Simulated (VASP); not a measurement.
Here is a VASP 6.6.1 calculation.

The input INCAR:

```
SYSTEM = In3SbTe2
ALGO = Normal
EDIFF = 1E-6
ENCUT = 520
GGA = PE
ISIF = 2
ISMEAR = 0
LASPH = .True.
LCHARG = .True.
LELF = .True.
LREAL = .False.
LVHAR = .True.
LWAVE = .False.
NBANDS = 37
NELM = 80
PREC = Accurate
SIGMA = 0.1
```

File KPOINTS:

```
k-points
0
Gamma
  9 9 4
  0 0 0
```

POSCAR

```
In3SbTe2
1.0
    4.5623323291      0.0000000000      0.0000000000
   -2.2811661646      3.9510956975      0.0000000000
    0.0000000000      0.0000000000     11.0676239845
In Sb Te
3 1 2
Direct
    0.0000000000      0.0000000000      0.5000000000
    0.3333333333      0.6666666667      0.1542000639
    0.6666666667      0.3333333333      0.8457999361
    0.0000000000      0.0000000000      0.0000000000
    0.3333333333      0.6666666667      0.6731833866
    0.6666666667      0.3333333333      0.3268166134
```

Potentials or basis: VASP PAW PBE potentials, release 64 (In_d, Sb, Te).

Launch:

```bash
$ cat potpaw_PBE.64/In_d/POTCAR potpaw_PBE.64/Sb/POTCAR potpaw_PBE.64/Te/POTCAR > POTCAR
$ mpirun -np 1 vasp_std > vasp.out
```

Problem. Predict the pressure.

Solution. -3.2 GPa.

Problem. What does it give for the band gap on the k mesh?

Solution. Zero (bands 28 and 29 overlap by 1.22 eV).

Problem. Predict the largest force.

Solution. 0.008 eV/Å.

Forces in eV/Å, atoms in the order of the input:
```
In   0.000  0.000  0.000
In   0.000  0.000  0.008
In   0.000  0.000 -0.008
Sb   0.000  0.000  0.000
Te   0.000  0.000  0.006
Te   0.000  0.000 -0.006
```

Caveat: the cell stands under tension; spin-orbit coupling is left out, which moves the levels of the heavy elements.
